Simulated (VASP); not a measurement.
# FeSi (P2_13) in VASP: notebook

FeSi is run at these levels: PBE; tasks: single point.

All numbers are computed with VASP 6.6.1; they aren't measurements. Logs are shortened: lines on timing, memory, paths and dates and some standing lists are left out, and cuts for length are marked.

## 1. The cell of the first run

It takes space group P2_13 (No. 198, cubic). The conventional cell has a = 3.987 Å, b = 3.987 Å, c = 3.987 Å, α = 90.00°, β = 90.00°, γ = 90.00°. Within 2.7 Å of Fe (site symmetry 3) lie 7 Si at 2.07 to 2.19 Å and 6 Fe at 2.45 Å. Si (site symmetry 3) has 7 Fe at 2.07 to 2.19 Å and 6 Si at 2.47 Å within 2.7 Å.

## 2. Single point, PBE (volume scaled by 0.720)

File INCAR:

```
PREC     = Accurate       # precision mode
ENCUT    = 520            # plane-wave cutoff, eV
EDIFF    = 1E-6           # SCF threshold, eV
ISMEAR   = 0              # smearing method
SIGMA    = 0.05           # smearing width, eV
LREAL    = F              # projectors in reciprocal space
LASPH    = T              # aspherical terms in the spheres
NELM     = 100            # most SCF steps
ALGO     = Normal         # electronic algorithm
ISIF     = 2              # what is computed and relaxed
LWAVE    = F              # write WAVECAR
LCHARG   = F              # write CHGCAR
GGA      = PE             # functional
NBANDS   = 34             # bands
```

File KPOINTS:

```
Automatic mesh
0
Gamma
  8 8 8
```

File POSCAR:

```
FeSi
1.0
    3.9867026713      0.0000000000      0.0000000000
    0.0000000000      3.9867026713      0.0000000000
    0.0000000000      0.0000000000      3.9867026713
Fe Si
4 4
Direct
    0.1445211671      0.1445211671      0.1445211671
    0.3554788329      0.8554788329      0.6445211671
    0.6445211671      0.3554788329      0.8554788329
    0.8554788329      0.6445211671      0.3554788329
    0.8446118518      0.8446118518      0.8446118518
    0.6553881482      0.1553881482      0.3446118518
    0.3446118518      0.6553881482      0.1553881482
    0.1553881482      0.3446118518      0.6553881482
```

Potentials or basis: VASP PAW PBE potentials, release 64 (Fe, Si).

Launch:

```
cat potpaw_PBE.64/Fe/POTCAR potpaw_PBE.64/Si/POTCAR > POTCAR
mpirun -np 1 vasp_std > vasp.out
```

OUTCAR:

```text
PREC = Accurate
   ENCUT = 520
   EDIFF = 1E-6
   ISMEAR = 0
   LREAL = F
   LASPH = T
   NELM = 100
   ISIF = 2
   GGA = PE

 ion  position               nearest neighbor table
   1  0.145  0.145  0.145-   5 2.07   7 2.11   8 2.11   6 2.11   7 2.19   8 2.19   6 2.19   3 2.45
                             4 2.45   2 2.45   2 2.45   4 2.45   3 2.45
   2  0.355  0.855  0.645-   6 2.07   7 2.11   8 2.11   5 2.11   7 2.19   8 2.19   5 2.19   1 2.45
                             1 2.45   3 2.45   3 2.45   4 2.45   4 2.45
   3  0.645  0.355  0.855-   7 2.07   6 2.11   5 2.11   8 2.11   8 2.19   6 2.19   5 2.19   1 2.45
                             4 2.45   2 2.45   2 2.45   4 2.45   1 2.45
   4  0.855  0.645  0.355-   8 2.07   6 2.11   5 2.11   7 2.11   6 2.19   5 2.19   7 2.19   1 2.45
                             3 2.45   2 2.45   1 2.45   2 2.45   3 2.45
   5  0.845  0.845  0.845-   1 2.07   3 2.11   4 2.11   2 2.11   3 2.19   4 2.19   2 2.19   6 2.47
                             7 2.47   8 2.47   6 2.47   8 2.47   7 2.47
   6  0.655  0.155  0.345-   2 2.07   3 2.11   4 2.11   1 2.11   3 2.19   4 2.19   1 2.19   8 2.47
                             5 2.47   5 2.47   7 2.47   7 2.47   8 2.47
   7  0.345  0.655  0.155-   3 2.07   2 2.11   1 2.11   4 2.11   4 2.19   2 2.19   1 2.19   8 2.47
                             5 2.47   8 2.47   6 2.47   6 2.47   5 2.47
   8  0.155  0.345  0.655-   4 2.07   2 2.11   1 2.11   3 2.11   2 2.19   1 2.19   3 2.19   7 2.47
                             5 2.47   7 2.47   5 2.47   6 2.47   6 2.47

  LATTYP: Found a simple cubic cell.
 ALAT       =     3.9867026713

  Lattice vectors:

 A1 = (   3.9867026713,   0.0000000000,   0.0000000000)
 A2 = (   0.0000000000,   3.9867026713,   0.0000000000)
 A3 = (   0.0000000000,   0.0000000000,   3.9867026713)

Analysis of symmetry for initial positions (statically):
=====================================================================
 Subroutine PRICEL returns:
 Original cell was already a primitive cell.

 Routine SETGRP: Setting up the symmetry group for a
 simple cubic supercell.

 Subroutine GETGRP returns: Found 12 space group operations
 (whereof  3 operations were pure point group operations)
 out of a pool of 48 trial point group operations.

The static configuration has the point symmetry C_3 .
 The point group associated with its full space group is T   .

Analysis of symmetry for dynamics (positions and initial velocities):
=====================================================================
 Subroutine PRICEL returns:
 Original cell was already a primitive cell.

 Routine SETGRP: Setting up the symmetry group for a
 simple cubic supercell.

 Subroutine GETGRP returns: Found 12 space group operations
 (whereof  3 operations were pure point group operations)
 out of a pool of 48 trial point group operations.

The dynamic configuration has the point symmetry C_3 .
 The point group associated with its full space group is T   .

 Subroutine INISYM returns: Found 12 space group operations
 (whereof  3 operations are pure point group operations),
 and found     1 'primitive' translations

----------------------------------------------------------------------------------------

                                     Primitive cell

  volume of cell :      63.3638

  direct lattice vectors                    reciprocal lattice vectors
     3.986702671  0.000000000  0.000000000     0.250833855  0.000000000  0.000000000
     0.000000000  3.986702671  0.000000000     0.000000000  0.250833855  0.000000000
     0.000000000  0.000000000  3.986702671     0.000000000  0.000000000  0.250833855

  length of vectors
     3.986702671  3.986702671  3.986702671     0.250833855  0.250833855  0.250833855

  position of ions in fractional coordinates (direct lattice)
     0.144521167  0.144521167  0.144521167
     0.355478833  0.855478833  0.644521167
     0.644521167  0.355478833  0.855478833
     0.855478833  0.644521167  0.355478833
     0.844611852  0.844611852  0.844611852
     0.655388148  0.155388148  0.344611852
     0.344611852  0.655388148  0.155388148
     0.155388148  0.344611852  0.655388148

  ion indices of the primitive-cell ions
   primitive index   ion index
                 1           1
                 2           2
                 3           3
                 4           4
                 5           5
                 6           6
                 7           7
                 8           8

----------------------------------------------------------------------------------------

 KPOINTS: Automatic mesh

Automatic generation of k-mesh.
 Grid dimensions read from file:
 generate k-points for:    8    8    8

 Generating k-lattice:

  Cartesian coordinates                     Fractional coordinates (reciprocal lattice)
     0.031354232  0.000000000  0.000000000     0.125000000  0.000000000  0.000000000
     0.000000000  0.031354232  0.000000000     0.000000000  0.125000000  0.000000000
     0.000000000  0.000000000  0.031354232     0.000000000  0.000000000  0.125000000

  Length of vectors
     0.031354232  0.031354232  0.031354232

  Shift w.r.t. Gamma in fractional coordinates (k-lattice)
     0.000000000  0.000000000  0.000000000

 Subroutine IBZKPT returns following result:
 ===========================================

 Found     45 irreducible k-points:

 Following reciprocal coordinates:
            Coordinates               Weight
  0.000000  0.000000  0.000000      1.000000
  0.125000  0.000000  0.000000      6.000000
  0.250000  0.000000  0.000000      6.000000
  0.375000  0.000000  0.000000      6.000000
  0.500000  0.000000  0.000000      3.000000
  0.125000  0.125000  0.000000     12.000000
[... 16 lines left out ...]
  0.250000  0.125000  0.125000     24.000000
  0.375000  0.125000  0.125000     24.000000
 [... further k-points ...]
   k-points           NKPTS =     45   k-points in BZ     NKDIM =     45   number of bands    NBANDS=     34
   number of dos      NEDOS =    301   number of ions     NIONS =      8
   total plane-waves  NPLWV =  27000
   dimension x,y,z NGX =    30 NGY =   30 NGZ =   30
   dimension x,y,z NGXF=    60 NGYF=   60 NGZF=   60
   ions per type =               4   4
   NGX,Y,Z   is equivalent  to a cutoff of  12.51, 12.51, 12.51 a.u.
   NGXF,Y,Z  is equivalent  to a cutoff of  25.02, 25.02, 25.02 a.u.
 SYSTEM =  unknown system
   PREC   = accura    normal or accurate (medium, high low for compatibility)
   ISTART =      0    job   : 0-new  1-cont  2-samecut
   ICHARG =      2    charge: 1-file 2-atom 10-const
   ISPIN  =      1    spin polarized calculation?
   LNONCOLLINEAR =      F non collinear calculations
   LSORBIT =      F    spin-orbit coupling
   LASPH  =      T    aspherical Exc in radial PAW
   ENCUT  =  520.0 eV  38.22 Ry    6.18 a.u.   7.41  7.41  7.41*2*pi/ulx,y,z
   NELM   =    100;   NELMIN=  2; NELMDL= -5     # of ELM steps
   EDIFF  = 0.1E-05   stopping-criterion for ELM
   LREAL  =      F    real-space projection
   EDIFFG = 0.1E-04   stopping-criterion for IOM
   NSW    =      0    number of steps for IOM
   IBRION =     -1    ionic relax: 0-MD 1-quasi-New 2-CG
   NFREE  =      0    steps in history (QN), initial steepest desc. (CG)
   ISIF   =      2    stress and relaxation
   ISYM   =      2    0-nonsym 1-usesym 2-fastsym
   POTIM  = 0.5000    time-step for ionic-motion
   TEBEG  =    0.0;   TEEND  =   0.0 temperature during run
   PSTRESS=    0.0 pullay stress
   NELECT =      48.0000    total number of electrons
   NUPDOWN=      -1.0000    fix difference up-down
   EMIN   =  10.00;   EMAX   =-10.00  energy-range for DOS
   EFERMI =   0.00;   METHOD = LEGACY
   ISMEAR =     0;   SIGMA  =   0.05  broadening in eV -4-tet -1-fermi 0-gaus
   EFERMI_NEDOS =   21; number of points for ismear=-14 and -15
   IALGO  =     38    algorithm
   IMIX   =      4    mixing-type and parameters
     AMIX     =   0.40;   BMIX     =  1.00
     AMIX_MAG =   1.60;   BMIX_MAG =  1.00
  volume/ion in A,a.u.               =       7.92        53.45
  Fermi-wavevector in a.u.,A,eV,Ry     =   1.492364  2.820159 30.302215  2.227150
  Thomas-Fermi vector in A             =   2.604901
   LORBIT       =      0    0 simple, 1 ext, 2 COOP (PROOUT), +10 PAW based schemes
   GGA     = PE    functional components
   LHFCALC =     F    Hartree Fock is set to
   AEXX    =    0.0000 exact exchange contribution
   IVDW    =     0    specifies the selected vdW correction
   LEPSILON=     F    determine dielectric tensor
   LRPA    =     F    only Hartree local field effects (RPA)
 non-spin polarized calculation
 Gauss-broadening in eV      SIGMA  =   0.05
  energy-cutoff  :      520.00
  volume of cell :       63.36
 maximum number of plane-waves:      1743
 NGX is ok and might be reduce to    30
   NGX = 15   NGY = 15   NGZ = 15

 number of electron      47.9999974 magnetization

 Free energy of the ion-electron system (eV)
  ---------------------------------------------------
  ext. energy  EPLUGINS =         0.00000000
  ---------------------------------------------------
  free energy    TOTEN  =       -50.04902816 eV

  energy without entropy =      -50.04868495  energy(sigma->0) =      -50.04885655

 E-fermi :  14.6829     XC(G=0): -14.5231

 val. band max:       14.6147372246   @ k =   0.5000   0.0000   0.0000
 cond. band min:      14.7629586478   @ k =   0.3750   0.1250   0.1250
 fundamental gap:      0.1482214232
 Fermi energy:        14.6829116414

 k-point     1 :       0.0000    0.0000    0.0000
  band No.  band energies     occupation
      1      -1.4308      2.00000
      2       4.9527      2.00000
      3       4.9527      2.00000
      4       4.9527      2.00000
      5       8.0210      2.00000
      6       8.0210      2.00000
[... 26 lines left out ...]
     33      20.8327      0.00000
     34      20.8329      0.00000

 k-point     2 :       0.1250    0.0000    0.0000
  band No.  band energies     occupation
      1      -1.2802      2.00000
      2       4.1304      2.00000
      3       5.0119      2.00000
      4       5.5894      2.00000
      5       7.4432      2.00000
      6       8.1052      2.00000
[... 26 lines left out ...]
     33      20.6938      0.00000
     34      20.9306      0.00000

 k-point     3 :       0.2500    0.0000    0.0000
  band No.  band energies     occupation
      1      -0.8359      2.00000
      2       3.0816      2.00000
      3       5.1887      2.00000
      4       6.1707      2.00000
      5       6.8960      2.00000
      6       8.2205      2.00000
[... 26 lines left out ...]
     33      20.7478      0.00000
     34      21.1234      0.00000

 k-point     4 :       0.3750    0.0000    0.0000
  band No.  band energies     occupation
      1      -0.1206      2.00000
      2       1.9278      2.00000
      3       5.4803      2.00000
      4       6.3605      2.00000
      5       6.7752      2.00000
      6       7.9100      2.00000
[... 26 lines left out ...]
     33      21.0422      0.00000
     34      21.3875      0.00000

 k-point     5 :       0.5000    0.0000    0.0000
  band No.  band energies     occupation
      1       0.8236      2.00000
      2       0.8236      2.00000
      3       5.8789      2.00000
      4       5.8789      2.00000
      5       7.3691      2.00000
      6       7.3691      2.00000
[... 621 lines left out ...]
 k-point    22 :       0.1250    0.1250    0.1250
  band No.  band energies     occupation
      1      -0.9825      2.00000
      2       3.8772      2.00000
      3       4.5561      2.00000
      4       5.9486      2.00000
      5       7.2344      2.00000
      6       8.0897      2.00000
[... 26 lines left out ...]
     33      20.3451      0.00000
     34      21.2635      0.00000

 k-point    23 :       0.2500    0.1250    0.1250
  band No.  band energies     occupation
      1      -0.5451      2.00000
      2       3.2082      2.00000
      3       4.5898      2.00000
      4       6.1757      2.00000
      5       6.8164      2.00000
      6       7.9300      2.00000
[... 26 lines left out ...]
     33      20.4641      0.00000
     34      21.3929      0.00000

 k-point    24 :       0.3750    0.1250    0.1250
  band No.  band energies     occupation
      1       0.1578      2.00000
      2       2.1498      2.00000
      3       4.9480      2.00000
      4       6.0960      2.00000
      5       6.6553      2.00000
      6       7.5999      2.00000
[... 26 lines left out ...]
     33      20.8916      0.00000
     34      21.4537      0.00000

 [... further k-points ...]
[... 5 lines left out ...]
  --------------------------------------------------------------------------------------
  -------------------------------------------------------------------------------------
  Total       60.6053223     60.6053223     60.6053223      0.0000000      0.0000000     -0.0000000
  in kB     1532.4270394   1532.4270394   1532.4270394      0.0000000      0.0000000     -0.0000000
  external PRESSURE =    1532.4270394 kB  Pullay stress =       0.0000000 kB

 VOLUME and BASIS-vectors are now :
 -----------------------------------------------------------------------------
  energy-cutoff  :      520.00
  volume of cell :       63.36
      direct lattice vectors                 reciprocal lattice vectors
     3.986702671  0.000000000  0.000000000     0.250833855  0.000000000  0.000000000
     0.000000000  3.986702671  0.000000000     0.000000000  0.250833855  0.000000000
     0.000000000  0.000000000  3.986702671     0.000000000  0.000000000  0.250833855

 POSITION                                       TOTAL-FORCE (eV/Angst)
 -----------------------------------------------------------------------------------
      0.57616      0.57616      0.57616         0.029751      0.029751      0.029751
      1.41719      3.41054      2.56951        -0.029751     -0.029751      0.029751
      2.56951      1.41719      3.41054         0.029751     -0.029751     -0.029751
      3.41054      2.56951      1.41719        -0.029751      0.029751     -0.029751
      3.36722      3.36722      3.36722        -0.003295     -0.003295     -0.003295
      2.61284      0.61949      1.37386         0.003295      0.003295     -0.003295
      1.37386      2.61284      0.61949        -0.003295      0.003295      0.003295
      0.61949      1.37386      2.61284         0.003295     -0.003295      0.003295
 -----------------------------------------------------------------------------------
    total drift:                               -0.000001     -0.000001     -0.000000

  FREE ENERGIE OF THE ION-ELECTRON SYSTEM (eV)
  ---------------------------------------------------
  free  energy   TOTEN  =       -50.0490281579 eV

  energy  without entropy=      -50.0486849463  energy(sigma->0) =      -50.04885655
```

It took 92 s on 1 thread of AMD EPYC 7R43 (Zen 3), shared host; peak memory 0.18 GiB.

Results:

```
Free energy            : -50.0490 eV
Pressure               : 153.2 GPa
Largest force          : 0.052 eV/Å
Band gap on the k mesh : 0.15 eV, indirect (least direct gap 0.20 eV)
```

Forces in eV/Å, atoms in the order of the input:
```
Fe   0.030  0.030  0.030
Fe  -0.030 -0.030  0.030
Fe   0.030 -0.030 -0.030
Fe  -0.030  0.030 -0.030
Si  -0.003 -0.003 -0.003
Si   0.003  0.003 -0.003
Si  -0.003  0.003  0.003
Si   0.003 -0.003  0.003
```

Levels at points of the mesh, in eV from the valence-band top:
| k point | band 20 | band 21 | band 22 | band 23 | band 24 | band 25 | band 26 | band 27 | band 28 | band 29 |
| --- | --- | --- | --- | --- | --- | --- | --- | --- | --- | --- |
| (0.00, 0.00, 0.00) | -0.51 | -0.51 | -0.51 | -0.18 | -0.18 | 1.03 | 1.03 | 1.03 | 4.82 | 4.82 |
| (0.50, 0.00, 0.00) | -2.07 | -0.72 | -0.72 | 0.00 | 0.00 | 0.22 | 0.22 | 2.52 | 2.52 | 3.87 |
| (0.50, 0.50, 0.00) | -2.02 | -1.55 | -1.55 | -0.64 | -0.64 | 0.95 | 0.95 | 2.04 | 2.04 | 4.42 |
| (0.50, 0.50, 0.50) | -1.23 | -1.17 | -1.17 | -1.17 | -1.17 | 0.74 | 0.74 | 0.74 | 0.74 | 7.85 |

(Continued in part 2 of 2.)
